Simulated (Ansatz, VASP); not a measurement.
One calculation of Cu, two programs

The input INCAR:

```
PREC = Accurate
ENCUT = 520
EDIFF = 1E-6
ISMEAR = -1
SIGMA = 0.1
LREAL = False
LASPH = True
NELM = 60
ALGO = Normal
ISIF = 2
LWAVE = False
LCHARG = False
GGA = CA
NBANDS = 12
```

Contents of KPOINTS:

```
regular mesh
0
Gamma
  15 15 15
```

The input POSCAR:

```
Cu
1.0
    0.0000000000      1.7588202533      1.7588202533
    1.7588202533      0.0000000000      1.7588202533
    1.7588202533      1.7588202533      0.0000000000
Cu
1
Direct
    0.0000000000      0.0000000000      0.0000000000
```

Input for Ansatz:

```yaml
crystal:
  lattice:
    - [0.0, 1.7588202533, 1.7588202533]
    - [1.7588202533, 0.0, 1.7588202533]
    - [1.7588202533, 1.7588202533, 0.0]
  atoms:
    - { symbol: Cu, position: [0.0, 0.0, 0.0] }
hamiltonian:
  xc: lda
  pseudopotentials:
    kind: paw
    azcp:
      Cu: "pseudopotentials/Cu.paw.azcp"
basis:
  ecutwfc: 500
  fft_grid_basis: typed
kpoints:
  mp_grid: { grid: [15, 15, 15], shift: [0, 0, 0] }
magnetization:
  spin_polarized: false
scf:
  occupations: { method: fermi_dirac, width: 0.1 }
  lower_state_search: "off"
output:
  stress: true
  write_density: true
  write_potential: true
  elf: true
  volumetric_format: npy
```

Alike in both runs: task single point; functional LDA; k mesh 15 × 15 × 15; occupations fermi-dirac, width 0.1 eV; no spin polarisation.

|  | VASP | Ansatz |
| --- | --- | --- |
| version | VASP 6.6.1 | Ansatz 0.2.0 |
| potentials or method | VASP PAW LDA potentials, release 64 (Cu), cutoff 520 eV | plane waves (500 eV) with PAW, scalar-relativistic |
| valence electrons in the cell | 11 | 19 |

Ansatz gave:

| Item | Value |
| --- | --- |
| pressure (GPa) | 0.0 |

**Question.** Estimate VASP's values.

**Answer.** Pressure (GPa): 0.9.

Ansatz warns that its potentials were made for another functional, while VASP's fit it. LDA's correlation is that of Perdew and Zunger in VASP and of Perdew and Wang (1992) in Ansatz. VASP's potentials hold 11 valence electrons a cell and Ansatz's 19, so a difference there can come from the potentials and not from the codes.
